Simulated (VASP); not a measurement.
# Y2SiSe (P4mm) in VASP: a series of runs, part 2 of 2

VASP 6.6.1. The steps go on from the part before.

### 3 Single point, PBE

This run uses another cell than the first one, of 26.84 Å³/atom, 1.143 times its volume.

File INCAR:

```
SYSTEM = Y2SiSe
PREC     = Accurate       ! precision mode
ENCUT    = 520            ! plane-wave cutoff, eV
EDIFF    = 1E-6           ! SCF threshold, eV
ISMEAR   = 0              ! smearing method
SIGMA    = 0.1            ! smearing width, eV
LREAL    = .FALSE.        ! projectors in reciprocal space
LASPH    = .TRUE.         ! aspherical terms in the spheres
NELM     = 80             ! most SCF steps
ALGO     = Normal         ! electronic algorithm
ISIF     = 2              ! what is computed and relaxed
LWAVE    = .FALSE.        ! write WAVECAR
LCHARG   = .TRUE.         ! write CHGCAR
GGA      = PE             ! functional
LELF     = .TRUE.         ! ELF
LVHAR    = .TRUE.       
NBANDS   = 24             ! bands
```

File KPOINTS:

```
regular mesh
0
G
  4 4 4
  0 0 0
```

File POSCAR:

```
Y2SiSe
1.0
    4.9395331300      0.0000000000      0.0000000000
    0.0000000000      4.9395331300      0.0000000000
    0.0000000000      0.0000000000      4.3999230500
Y Si Se
2 1 1
Direct
    0.5000000000      0.0000000000      0.8809728800
    0.0000000000      0.5000000000      0.8809728800
    0.5000000000      0.5000000000      0.7612335400
    0.0000000000      0.0000000000      0.0003920900
```

Potentials or basis: VASP PAW PBE potentials, release 64 (Y_sv, Si, Se).

Run with:

```console
$ cat potpaw_PBE.64/Y_sv/POTCAR potpaw_PBE.64/Si/POTCAR potpaw_PBE.64/Se/POTCAR > POTCAR
$ mpirun -np 1 vasp_std > vasp.out
```

OUTCAR:

```text
SYSTEM = Y2SiSe
   PREC = Accurate
   ENCUT = 520
   EDIFF = 1E-6
   ISMEAR = 0
   LREAL = .FALSE.
   LASPH = .TRUE.
   NELM = 80
   ISIF = 2
   GGA = PE

 ion  position               nearest neighbor table
   1  0.500  0.000  0.881-   4 2.53   4 2.53   3 2.53   3 2.53   2 3.49   2 3.49   2 3.49   2 3.49

   2  0.000  0.500  0.881-   4 2.53   4 2.53   3 2.53   3 2.53   1 3.49   1 3.49   1 3.49   1 3.49

   3  0.500  0.500  0.761-   1 2.53   2 2.53   1 2.53   2 2.53
   4  0.000  0.000  0.000-   1 2.53   2 2.53   2 2.53   1 2.53

  LATTYP: Found a simple tetragonal cell.
 ALAT       =     4.9395331300
 C/A-ratio  =     0.8907568659

  Lattice vectors:

 A1 = (   4.9395331300,   0.0000000000,   0.0000000000)
 A2 = (   0.0000000000,   4.9395331300,   0.0000000000)
 A3 = (   0.0000000000,   0.0000000000,   4.3999230500)

Analysis of symmetry for initial positions (statically):
=====================================================================
 Subroutine PRICEL returns:
 Original cell was already a primitive cell.

 Routine SETGRP: Setting up the symmetry group for a
 simple tetragonal supercell.

 Subroutine GETGRP returns: Found  8 space group operations
 (whereof  8 operations were pure point group operations)
 out of a pool of 16 trial point group operations.

The static configuration has the point symmetry C_4v.

Analysis of symmetry for dynamics (positions and initial velocities):
=====================================================================
 Subroutine PRICEL returns:
 Original cell was already a primitive cell.

 Routine SETGRP: Setting up the symmetry group for a
 simple tetragonal supercell.

 Subroutine GETGRP returns: Found  8 space group operations
 (whereof  8 operations were pure point group operations)
 out of a pool of 16 trial point group operations.

The dynamic configuration has the point symmetry C_4v.

 Subroutine INISYM returns: Found  8 space group operations
 (whereof  8 operations are pure point group operations),
 and found     1 'primitive' translations

----------------------------------------------------------------------------------------

                                     Primitive cell

  volume of cell :     107.3537

  direct lattice vectors                    reciprocal lattice vectors
     4.939533130  0.000000000  0.000000000     0.202448283  0.000000000  0.000000000
     0.000000000  4.939533130  0.000000000     0.000000000  0.202448283  0.000000000
     0.000000000  0.000000000  4.399923050     0.000000000  0.000000000  0.227276702

  length of vectors
     4.939533130  4.939533130  4.399923050     0.202448283  0.202448283  0.227276702

  position of ions in fractional coordinates (direct lattice)
     0.500000000  0.000000000  0.880972880
     0.000000000  0.500000000  0.880972880
     0.500000000  0.500000000  0.761233540
     0.000000000  0.000000000  0.000392090

  ion indices of the primitive-cell ions
   primitive index   ion index
                 1           1
                 2           2
                 3           3
                 4           4

----------------------------------------------------------------------------------------

 KPOINTS: regular mesh

Automatic generation of k-mesh.
 Grid dimensions read from file:
 generate k-points for:    4    4    4

 Generating k-lattice:

  Cartesian coordinates                     Fractional coordinates (reciprocal lattice)
     0.050612071  0.000000000  0.000000000     0.250000000  0.000000000  0.000000000
     0.000000000  0.050612071  0.000000000     0.000000000  0.250000000  0.000000000
     0.000000000  0.000000000  0.056819176     0.000000000  0.000000000  0.250000000

  Length of vectors
     0.050612071  0.050612071  0.056819176

  Shift w.r.t. Gamma in fractional coordinates (k-lattice)
     0.000000000  0.000000000  0.000000000

 Subroutine IBZKPT returns following result:
 ===========================================

 Found     18 irreducible k-points:

 Following reciprocal coordinates:
            Coordinates               Weight
  0.000000  0.000000  0.000000      1.000000
  0.250000  0.000000  0.000000      4.000000
  0.500000  0.000000  0.000000      2.000000
  0.250000  0.250000  0.000000      4.000000
  0.500000  0.250000  0.000000      4.000000
  0.500000  0.500000  0.000000      1.000000
[... 10 lines left out ...]
  0.500000  0.250000  0.500000      4.000000
  0.500000  0.500000  0.500000      1.000000
   k-points           NKPTS =     18   k-points in BZ     NKDIM =     18   number of bands    NBANDS=     24
   number of dos      NEDOS =    301   number of ions     NIONS =      4
   total plane-waves  NPLWV =  57600
   dimension x,y,z NGX =    40 NGY =   40 NGZ =   36
   dimension x,y,z NGXF=    80 NGYF=   80 NGZF=   72
   ions per type =               2   1   1
   NGX,Y,Z   is equivalent  to a cutoff of  13.46, 13.46, 13.60 a.u.
   NGXF,Y,Z  is equivalent  to a cutoff of  26.92, 26.92, 27.20 a.u.
 SYSTEM =  Y2SiSe
   PREC   = accura    normal or accurate (medium, high low for compatibility)
   ISTART =      0    job   : 0-new  1-cont  2-samecut
   ICHARG =      2    charge: 1-file 2-atom 10-const
   ISPIN  =      1    spin polarized calculation?
   LNONCOLLINEAR =      F non collinear calculations
   LSORBIT =      F    spin-orbit coupling
   LASPH  =      T    aspherical Exc in radial PAW
   ENCUT  =  520.0 eV  38.22 Ry    6.18 a.u.   9.18  9.18  8.18*2*pi/ulx,y,z
   NELM   =     80;   NELMIN=  2; NELMDL= -5     # of ELM steps
   EDIFF  = 0.1E-05   stopping-criterion for ELM
   LREAL  =      F    real-space projection
   EDIFFG = 0.1E-04   stopping-criterion for IOM
   NSW    =      0    number of steps for IOM
   IBRION =     -1    ionic relax: 0-MD 1-quasi-New 2-CG
   NFREE  =      0    steps in history (QN), initial steepest desc. (CG)
   ISIF   =      2    stress and relaxation
   ISYM   =      2    0-nonsym 1-usesym 2-fastsym
   POTIM  = 0.5000    time-step for ionic-motion
   TEBEG  =    0.0;   TEEND  =   0.0 temperature during run
   PSTRESS=    0.0 pullay stress
   NELECT =      32.0000    total number of electrons
   NUPDOWN=      -1.0000    fix difference up-down
   EMIN   =  10.00;   EMAX   =-10.00  energy-range for DOS
   EFERMI =   0.00;   METHOD = LEGACY
   ISMEAR =     0;   SIGMA  =   0.10  broadening in eV -4-tet -1-fermi 0-gaus
   EFERMI_NEDOS =   21; number of points for ismear=-14 and -15
   IALGO  =     38    algorithm
   IMIX   =      4    mixing-type and parameters
     AMIX     =   0.40;   BMIX     =  1.00
     AMIX_MAG =   1.60;   BMIX_MAG =  1.00
  volume/ion in A,a.u.               =      26.84       181.11
  Fermi-wavevector in a.u.,A,eV,Ry     =   1.093585  2.066576 16.271589  1.195928
  Thomas-Fermi vector in A             =   2.229873
   LORBIT       =      0    0 simple, 1 ext, 2 COOP (PROOUT), +10 PAW based schemes
   GGA     = PE    functional components
   LHFCALC =     F    Hartree Fock is set to
   AEXX    =    0.0000 exact exchange contribution
   IVDW    =     0    specifies the selected vdW correction
   LEPSILON=     F    determine dielectric tensor
   LRPA    =     F    only Hartree local field effects (RPA)
 non-spin polarized calculation
 Gauss-broadening in eV      SIGMA  =   0.10
  energy-cutoff  :      520.00
  volume of cell :      107.35
 maximum number of plane-waves:      2912
 NGX is ok and might be reduce to    40
   NGX = 19   NGY = 19   NGZ = 17

 number of electron      32.0000000 magnetization

 Free energy of the ion-electron system (eV)
  ---------------------------------------------------
  ext. energy  EPLUGINS =         0.00000000
  ---------------------------------------------------
  free energy    TOTEN  =       -22.00798574 eV

  energy without entropy =      -21.99917899  energy(sigma->0) =      -22.00358237

 E-fermi :   3.4219     XC(G=0):  -9.0935

 val. band max:        3.4006953534   @ k =   0.0000   0.0000   0.2500
 cond. band min:       3.4964411414   @ k =   0.2500   0.0000   0.5000
 fundamental gap:      0.0957457879
 Fermi energy:         3.4218877154

 k-point     1 :       0.0000    0.0000    0.0000
  band No.  band energies     occupation
      1     -38.3862      2.00000
      2     -38.3065      2.00000
      3     -18.8261      2.00000
      4     -18.8261      2.00000
      5     -18.6577      2.00000
      6     -18.5412      2.00000
[... 475 lines left out ...]
     23       7.3702      0.00000
     24       8.9146      0.00000

------------------------ aborting loop because EDIFF is reached ----------------------------------------

  FORCE on cell =-STRESS in cart. coord.  units (eV):
  Direction    XX          YY          ZZ          XY          YZ          ZX
  --------------------------------------------------------------------------------------
  -------------------------------------------------------------------------------------
  Total       24.5479480     24.5479480      1.3987126      0.0000000      0.0000000      0.0000000
  in kB      366.3607083    366.3607083     20.8747935      0.0000000      0.0000000      0.0000000
  external PRESSURE =     251.1987367 kB  Pullay stress =       0.0000000 kB

 VOLUME and BASIS-vectors are now :
 -----------------------------------------------------------------------------
  energy-cutoff  :      520.00
  volume of cell :      107.35
      direct lattice vectors                 reciprocal lattice vectors
     4.939533130  0.000000000  0.000000000     0.202448283  0.000000000  0.000000000
     0.000000000  4.939533130  0.000000000     0.000000000  0.202448283  0.000000000
     0.000000000  0.000000000  4.399923050     0.000000000  0.000000000  0.227276702

 POSITION                                       TOTAL-FORCE (eV/Angst)
 -----------------------------------------------------------------------------------
      2.46977      0.00000      3.87621        -0.000000     -0.000000      0.169646
      0.00000      2.46977      3.87621        -0.000000     -0.000000      0.169646
      2.46977      2.46977      3.34937        -0.000000      0.000000     -2.197427
      0.00000      0.00000      0.00173         0.000000     -0.000000      1.858135
 -----------------------------------------------------------------------------------
    total drift:                                0.000000      0.000000      0.000037

  FREE ENERGIE OF THE ION-ELECTRON SYSTEM (eV)
  ---------------------------------------------------
  free  energy   TOTEN  =       -22.0079857423 eV

  energy  without entropy=      -21.9991789895  energy(sigma->0) =      -22.00358237
```

Wall time 26 s (1 thread of Intel Xeon 6975P-C (Granite Rapids), shared host); peak memory 0.26 GiB.

Results:

```
Free energy            : -22.0080 eV
Pressure               : 25.1 GPa
Largest force          : 2.197 eV/Å
Band gap on the k mesh : zero (band 16 reaches 3.61 eV, above the bottom of band 17 at 3.21 eV)
```

Forces on the atoms (eV/Å):
```
Y    0.000  0.000  0.170
Y    0.000  0.000  0.170
Si   0.000  0.000 -2.197
Se   0.000  0.000  1.858
```

Caveat: forces of over 1 eV/Å act on the atoms, so gaps and moduli don't describe the material at rest.

### 4 Single point, PBE

This run uses another cell than the first one, of 23.56 Å³/atom, 1.003 times its volume.

File INCAR:

```
SYSTEM = Y2SiSe
  PREC = Accurate
  ENCUT = 520
  EDIFF = 1E-6
  ISMEAR = 0
  SIGMA = 0.1
  LREAL = .False.
  LASPH = .True.
  NELM = 60
  ALGO = Normal
  ISIF = 2
  LWAVE = .False.
  LCHARG = .False.
  GGA = PE
  NBANDS = 24
```

File KPOINTS:

```
Automatic mesh
0
Gamma
  4 4 6
  0 0 0
```

File POSCAR:

```
Y2SiSe
1.0
    5.1793498796      0.0000000000      0.0000000000
    0.0000000000      5.1793498796      0.0000000000
    0.0000000000      0.0000000000      3.5126616291
Y Si Se
2 1 1
Direct
    0.5000000000      0.0000000000      0.8993359277
    0.0000000000      0.5000000000      0.8993359277
    0.5000000000      0.5000000000      0.4581380040
    0.0000000000      0.0000000000      0.2667615308
```

Run with:

```console
$ cat potpaw_PBE.64/Y_sv/POTCAR potpaw_PBE.64/Si/POTCAR potpaw_PBE.64/Se/POTCAR > POTCAR
$ mpirun -np 1 vasp_std > vasp.out
```

It took 25 s on 1 thread of Intel Xeon 6975P-C (Granite Rapids), shared host; peak memory 0.24 GiB.

It converged, with:

- Free energy: -25.6790 eV
- Pressure: -0.1 GPa
- Largest force: 0.021 eV/Å
- Band gap on the k mesh: zero (band 16 reaches 5.20 eV, above the bottom of band 17 at 4.76 eV)

Forces in eV/Å, atoms in the order of the input:
```
Y    0.000  0.000 -0.015
Y    0.000  0.000 -0.015
Si   0.000  0.000  0.009
Se   0.000  0.000  0.021
```

Levels at points of the mesh, in eV from the Fermi level:
```tsv
k point	band 14	band 15	band 16	band 17	band 18	band 19
(0.00, 0.00, 0.00)	-0.81	-0.76	-0.02	-0.02	0.17	2.08
(0.50, 0.00, 0.00)	-1.61	-1.31	-0.01	0.69	1.40	1.94
(0.50, 0.50, 0.00)	-1.42	-1.42	0.13	0.13	0.63	2.53
(0.00, 0.00, 0.50)	-3.58	-0.99	-0.99	0.24	2.98	2.98
(0.50, 0.00, 0.50)	-2.35	-1.94	-0.35	1.12	1.21	1.33
(0.50, 0.50, 0.50)	-2.03	-1.02	-1.02	1.40	1.40	1.56
```

### 5 Overview

| cell | k mesh | gap on the mesh (eV) | pressure (GPa) | largest force (eV/Å) |
| --- | --- | --- | --- | --- |
| a = 5.205, b = 5.205, c = 3.466 Å, 4 atoms | 4 × 4 × 4 | none | 0.1 | 0.01 |
| a = 4.940, b = 4.940, c = 4.400 Å, 4 atoms | 4 × 4 × 4 | none | 25.1 | 2.20 |
| a = 5.179, b = 5.179, c = 3.513 Å, 4 atoms | 4 × 4 × 6 | none | -0.1 | 0.02 |

Alike in all rows: task single point; level PBE; potentials or basis VASP PAW PBE potentials, release 64 (Y_sv, Si, Se); no spin polarisation; cutoff (eV) 520; smearing gaussian 0.1 eV.

Caveats: some runs use coarse meshes; forces of over 1 eV/Å act on the atoms, so gaps and moduli don't describe the material at rest (some runs).

Total energies depend on the potentials used, so only differences within one code and one set of settings carry meaning.
